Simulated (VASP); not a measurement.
Write the native input for VASP 6.6.1 that does the following.

- Task: single point
- Functional: PBE
- Potentials or basis: VASP PAW PBE potentials, release 64 (B, P)
- Cutoff: 520 eV
- k mesh: 10 × 10 × 10
- Occupations: gaussian, width 0.05 eV
- Spin: no spin polarisation
- Dipole correction: no
- Further INCAR settings: ALGO = Normal; EDIFF = 1e-07; NBANDS = 11

The structure of BP lies in POSCAR:

```
BP
1.0
    0.0000000000      2.2741518671      2.2059273111
    2.2741518671      0.0000000000      2.2059273111
    2.2741518671      2.2741518671      0.0000000000
B P
1 1
Direct
    0.0000000000      0.0000000000      0.0000000000
    0.7500000000      0.7500000000      0.7500000000
```

This cell differs from its parent crystal: strain +0.000 along x and y, -0.030 along z.

The input as run:

INCAR

```
  PREC = Accurate
  ENCUT = 520
  EDIFF = 1E-7
  ISMEAR = 0
  SIGMA = 0.05
  LREAL = False
  LASPH = True
  NELM = 80
  ALGO = Normal
  ISIF = 2
  LWAVE = False
  LCHARG = False
  GGA = PE
  NBANDS = 11
```

KPOINTS

```
Automatic mesh
0
Gamma
  10 10 10
```

Potentials or basis: VASP PAW PBE potentials, release 64 (B, P).

Launch:

```bash
$ cat potpaw_PBE.64/B/POTCAR potpaw_PBE.64/P/POTCAR > POTCAR
$ mpirun -np 1 vasp_std > vasp.out
```

It gave:

The pressure is 5.0 GPa. The band gap on the k mesh is 0.75 eV, indirect (least direct gap 3.13 eV).

Caveat: the cell differs from its parent crystal (strain +0.000 along x and y, -0.030 along z).

It took 10 s on 1 thread of AMD EPYC 9R45 96-Core Processor (Zen 5), on a shared host, peak memory 0.12 GiB.
